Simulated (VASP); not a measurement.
# MnS (Fm-3m) in VASP: notebook, part 3 of 3

VASP 6.6.1. The steps go on from the part before.

**6. Single point, PBEsol, collinear spin, ferromagnetic start (18.73 Å³/atom)**

This run uses another cell than the first one, of 18.73 Å³/atom.

Input file INCAR:

```
SYSTEM = MnS
ALGO = Normal
EDIFF = 1E-7
ENCUT = 520
GGA = PS
ISIF = 2
ISMEAR = -1
ISPIN = 2
LASPH = .TRUE.
LCHARG = .FALSE.
LMAXMIX = 4
LORBIT = 11
LREAL = .FALSE.
LWAVE = .FALSE.
MAGMOM = 4 0
NBANDS = 20
NELM = 150
PREC = Accurate
SIGMA = 0.05
```

Input file KPOINTS:

```
k-points
0
G
  9 9 9
  0 0 0
```

Input file POSCAR:

```
MnS
1.0
    0.0000000000      2.6555815960      2.6555815960
    2.6555815960      0.0000000000      2.6555815960
    2.6555815960      2.6555815960      0.0000000000
Mn S
1 1
Direct
    0.0000000000      0.0000000000      0.0000000000
    0.5000000000      0.5000000000      0.5000000000
```

Potentials or basis: VASP PAW PBE potentials, release 64 (Mn_pv, S).

The run is started by

```bash
> cat potpaw_PBE.64/Mn_pv/POTCAR potpaw_PBE.64/S/POTCAR > POTCAR
> mpirun -np 1 vasp_std > vasp.out
```

OUTCAR:

```text
SYSTEM = MnS
   EDIFF = 1E-7
   ENCUT = 520
   GGA = PS
   ISIF = 2
   ISMEAR = -1
   ISPIN = 2
   LASPH = .TRUE.
   LORBIT = 11
   LREAL = .FALSE.
   NELM = 150
   PREC = Accurate

 ion  position               nearest neighbor table
   1  0.000  0.000  0.000-   2 2.66   2 2.66   2 2.66   2 2.66   2 2.66   2 2.66
   2  0.500  0.500  0.500-   1 2.66   1 2.66   1 2.66   1 2.66   1 2.66   1 2.66

  LATTYP: Found a face centered cubic cell.
 ALAT       =     5.3111631920

  Lattice vectors:

 A1 = (   0.0000000000,   2.6555815960,   2.6555815960)
 A2 = (   2.6555815960,   0.0000000000,   2.6555815960)
 A3 = (   2.6555815960,   2.6555815960,   0.0000000000)

[... 1318 lines left out ...]
  energy-cutoff  :      520.00
  volume of cell :       37.45
      direct lattice vectors                 reciprocal lattice vectors
     0.000000000  2.655581596  2.655581596    -0.188282673  0.188282673  0.188282673
     2.655581596  0.000000000  2.655581596     0.188282673 -0.188282673  0.188282673
     2.655581596  2.655581596  0.000000000     0.188282673  0.188282673 -0.188282673

 POSITION                                       TOTAL-FORCE (eV/Angst)
 -----------------------------------------------------------------------------------
      0.00000      0.00000      0.00000        -0.000000      0.000000      0.000000
      2.65558      2.65558      2.65558         0.000000     -0.000000     -0.000000
 -----------------------------------------------------------------------------------
    total drift:                               -0.000000      0.000000      0.000000

  FREE ENERGIE OF THE ION-ELECTRON SYSTEM (eV)
  ---------------------------------------------------
  free  energy   TOTEN  =       -14.7481726443 eV

  energy  without entropy=      -14.7425849473  energy(sigma->0) =      -14.74537880

 total charge

# of ion       s       p       d       tot
------------------------------------------
    1        0.209   6.149   4.904  11.262
    2        1.322   2.357   0.000   3.680
--------------------------------------------------
tot          1.531   8.506   4.904  14.941

 magnetization (x)

# of ion       s       p       d       tot
------------------------------------------
    1        0.050   0.036   4.235   4.321
    2        0.024   0.083   0.000   0.107
--------------------------------------------------
tot          0.074   0.119   4.235   4.427
```

OSZICAR:

```text
N       E                     dE             d eps       ncg     rms          rms(c)
DAV:   1     0.151218045513E+03    0.15122E+03   -0.10119E+04  2800   0.962E+02
DAV:   2    -0.792799880478E+01   -0.15915E+03   -0.14931E+03  2952   0.282E+02
DAV:   3    -0.158290743782E+02   -0.79011E+01   -0.78145E+01  3256   0.676E+01
DAV:   4    -0.159254825828E+02   -0.96408E-01   -0.96349E-01  3124   0.766E+00
DAV:   5    -0.159269688268E+02   -0.14862E-02   -0.14862E-02  3184   0.997E-01    0.109E+01
DAV:   6    -0.148210435136E+02    0.11059E+01   -0.62454E+00  3132   0.281E+01    0.110E+01
DAV:   7    -0.147534462468E+02    0.67597E-01   -0.71128E-01  3060   0.108E+01    0.584E+00
DAV:   8    -0.147548823181E+02   -0.14361E-02   -0.36732E-02  3104   0.149E+00    0.308E+00
DAV:   9    -0.147473761422E+02    0.75062E-02   -0.12105E-02  3024   0.110E+00    0.381E-01
DAV:  10    -0.147481284706E+02   -0.75233E-03   -0.21656E-03  2992   0.346E-01    0.163E-01
DAV:  11    -0.147481296728E+02   -0.12023E-05   -0.28767E-04  3044   0.121E-01    0.110E-01
DAV:  12    -0.147481586670E+02   -0.28994E-04   -0.56170E-05  3168   0.602E-02    0.775E-02
DAV:  13    -0.147481673228E+02   -0.86558E-05   -0.48216E-06  3000   0.216E-02    0.415E-02
DAV:  14    -0.147481720906E+02   -0.47678E-05   -0.45487E-06  3004   0.170E-02    0.582E-03
DAV:  15    -0.147481726867E+02   -0.59606E-06   -0.24786E-07  2816   0.387E-03    0.200E-03
DAV:  16    -0.147481726443E+02    0.42362E-07   -0.16718E-08  1564   0.105E-03
   1 F= -.14748173E+02 E0= -.14745379E+02  d E =-.558770E-02  mag=     4.8054
```

Run time: 73 s. Hardware: 1 thread of Intel Xeon 8259CL, shared host; peak memory 0.19 GiB.

Results:

- Free energy: -14.7482 eV
- Pressure: -9.4 GPa
- Net moment: 4.81 μB per cell
- Site moments: Mn +4.32; S +0.11 μB
- Valence electrons inside the program's atomic spheres: Mn 11.26; S 3.68

Caveat: the cell stands under tension; the PAW data sets were made with another functional, which shifts forces and pressure a little; a cell with one magnetic atom can't hold antiferromagnetic order, which such compounds often take; semilocal functionals often make such compounds metallic where correlation or magnetic order opens a gap, which also shifts bond lengths. With open d or f shells a metallic result of PBEsol can be an artefact of self-interaction; +U or a hybrid may open a gap.

**7. Overview**

| cell | gap on the mesh (eV) | pressure (GPa) | moment (μB) |
| --- | --- | --- | --- |
| a = 3.608 Å, angles 60.0°, 2 atoms | none | -4.7 | 4.50 |
| a = 3.659 Å, angles 60.0°, 2 atoms | none | -6.3 | 4.64 |
| a = 3.708 Å, angles 60.0°, 2 atoms | none | -8.0 | 4.73 |
| a = 3.732 Å, angles 60.0°, 2 atoms | none | -8.7 | 4.77 |
| a = 3.756 Å, angles 60.0°, 2 atoms | none | -9.4 | 4.81 |

Alike in all rows: task single point; level PBEsol; potentials or basis VASP PAW PBE potentials, release 64 (Mn_pv, S); spin collinear, ferromagnetic start; k mesh 9 × 9 × 9; cutoff (eV) 520; smearing fermi-dirac 0.05 eV.

Caveats: the cell stands under tension; the PAW data sets were made with another functional, which shifts forces and pressure a little; a cell with one magnetic atom can't hold antiferromagnetic order, which such compounds often take; semilocal functionals often make such compounds metallic where correlation or magnetic order opens a gap, which also shifts bond lengths.

Absolute energies hang on the potentials; compare differences alone.
